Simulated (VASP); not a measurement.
ZnO (zincite), 4 atoms in the cell. The structure is hexagonal, space group P6_3mc (No. 186). Conventional cell: a = 3.249 Å, b = 3.249 Å, c = 5.206 Å, α = 90.00°, β = 90.00°, γ = 120.00°. Within 2.6 Å of Zn (site symmetry 3m) lie 4 O at 1.97 to 1.98 Å. O (site symmetry 3m) has 4 Zn at 1.97 to 1.98 Å within 2.6 Å. 

| Property | Result |
| --- | --- |
| Program | VASP 6.6.1 |
| Task | relaxation of cell and atoms |
| Functional | PBEsol |
| Potentials or basis | VASP PAW PBE potentials, release 64 (Zn, O) |
| Cutoff | 600 eV |
| k mesh | 9 × 9 × 6 |
| Occupations | gaussian, width 0.02 eV |
| Spin | no spin polarisation |
| Dipole correction | no |
| Further INCAR settings | ALGO = Normal; EDIFF = 1e-06; IBRION = 2; EDIFFG = -0.005; NSW = 100; ISIF = 3 |

Potentials or basis: VASP PAW PBE potentials, release 64 (Zn, O).

The run is started by

```bash
$ cat potpaw_PBE.64/Zn/POTCAR potpaw_PBE.64/O/POTCAR > POTCAR
$ mpirun -np 1 vasp_std > vasp.out
```

Hardware: 1 thread of Intel Xeon 6975P-C (shared host).

Problem. How long does it take, and how much memory?

Solution. Wall time 3.7 min on 1 thread of Intel Xeon 6975P-C (shared host), peak memory 0.21 GiB. Counts: scf iterations 55, k points 48, ion steps 9.
